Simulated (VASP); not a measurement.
Runs of VASP 6.6.1 on KBr. The structure is that of space group Fm-3m (No. 225), or close to it. The cells are those of the table. 

| cell | gap on the mesh (eV) | pressure (GPa) |
| --- | --- | --- |
| a = 4.741 Å, angles 60.0°, 2 atoms | 4.31 | 0.0 |
| a = 4.710 Å, angles 60.0°, 2 atoms | 4.36 | 0.3 |
| a = 4.804 Å, angles 60.0°, 2 atoms | (b) | -0.5 |
| a = 4.679 Å, angles 60.0°, 2 atoms | (c) | (a) |

Alike in all rows: task single point; level PBE; potentials or basis VASP PAW PBE potentials, release 64 (K_sv, Br); no spin polarisation; k mesh 10 × 10 × 10; cutoff (eV) 520; smearing gaussian 0.05 eV.

Task: Fill in the values left out.

Result: (a) 0.6; (b) 4.21; (c) 4.41.

A k mesh can miss the band edges, and the runs leave out spin-orbit coupling on Br.
